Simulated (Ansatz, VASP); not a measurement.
## One calculation of Pb, two programs

```
CELL_PARAMETERS angstrom
-0.10317 3.38742 3.38742
3.38742 -0.10317 3.38742
3.38742 3.38742 -0.10317
ATOMIC_POSITIONS crystal
Pb 0.00000 0.00000 0.00000
Pb 0.25000 0.25000 0.25000
```

Change from the starting cell: equal xy, yz and zx shear strains of -3 %, PAW files.

Alike in both runs: task electric field gradients; functional LDA; k mesh 8 × 8 × 8; occupations fermi-dirac, width 0.05 eV; no spin polarisation.

|  | VASP | Ansatz |
| --- | --- | --- |
| version | VASP 6.6.1 | Ansatz 0.2.0 |
| potentials or method | VASP PAW LDA potentials, release 64 (Pb_d) | PAW with Ansatz's default frozen-core files, scalar-relativistic |
| plane-wave cutoff (eV) | 520 | 420 |
| valence electrons in the cell | 28 | 28 |

```csv
,VASP,Ansatz,Ansatz less VASP
pressure (GPa),-0.6,-0.6,-0.03
"traceless stress, the component that is largest in VASP (GPa)",1.11,1.09,-0.013
rms of the force components (eV/Å),0.223,0.220,-0.0028
size of Vzz on the site where it differs most (V/Å²),84.2,82.1,-2.04
```

LDA's correlation is that of Perdew and Zunger in VASP and of Perdew and Wang (1992) in Ansatz. Atom by atom the forces differ by 0.003 eV/Å (rms over components).

Neither program's run includes spin-orbit coupling.
